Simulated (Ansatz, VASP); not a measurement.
**One calculation of NaI, two programs**

File INCAR:

```
SYSTEM = NaI
PREC = Accurate
ENCUT = 520
EDIFF = 1E-7
ISMEAR = 0
SIGMA = 0.01
LREAL = .FALSE.
LASPH = .TRUE.
NELM = 60
ALGO = Normal
ISIF = 2
LWAVE = .FALSE.
LCHARG = .TRUE.
GGA = PE
LELF = .TRUE.
LVHAR = .TRUE.
NBANDS = 14
```

File KPOINTS:

```
Automatic mesh
0
G
  8 8 8
  0 0 0
```

The input POSCAR:

```
NaI
1.0
    0.0000000000      3.2297205588      3.2297205588
    3.2297205588      0.0000000000      3.2297205588
    3.2297205588      3.2297205588      0.0000000000
Na I
1 1
Direct
    0.0000000000      0.0000000000      0.0000000000
    0.5000000000      0.5000000000      0.5000000000
```

Input for Ansatz:

```yaml
crystal:
  lattice:
    - [0.0, 3.2297205588, 3.2297205588]
    - [3.2297205588, 0.0, 3.2297205588]
    - [3.2297205588, 3.2297205588, 0.0]
  atoms:
    - { symbol: Na, position: [0.0, 0.0, 0.0] }
    - { symbol: I, position: [0.5, 0.5, 0.5] }
kpoints:
  mp_grid: { grid: [8, 8, 8] }
  band_path:
    path:
      - [0.0, 0.0, 0.0]
      - [0.5, 0.0, 0.5]
      - [0.625, 0.25, 0.625]
      - [0.375, 0.375, 0.75]
      - [0.5, 0.5, 0.5]
      - [0.5, 0.25, 0.75]
    npoints: 1
hamiltonian:
  xc: pbe
scf:
  occupations: { method: fixed }
  n_extra_bands: 4
output:
  forces: true
  stress: true
  eigenvalues: true
```

Alike in both runs: task single point; functional PBE; k mesh 8 × 8 × 8; no spin polarisation.

```csv
,VASP,Ansatz
version,VASP 6.6.1,Ansatz 0.2.0
potentials or method,"VASP PAW PBE potentials, release 64 (Na_pv, I)","plane waves, PAW"
plane-wave cutoff (eV),520,420
occupations,"gaussian, width 0.01 eV",fixed
valence electrons in the cell,14,26
```

```tsv
	VASP	Ansatz	Ansatz less VASP
gap on the k mesh at the Fermi level (eV)	3.66	3.66	+0.004
pressure (GPa)	0.5	0.5	-0.01
```

VASP's potentials hold 14 valence electrons a cell and Ansatz's 26, so a difference there can come from the potentials and not from the codes.

Spin-orbit coupling is off throughout.
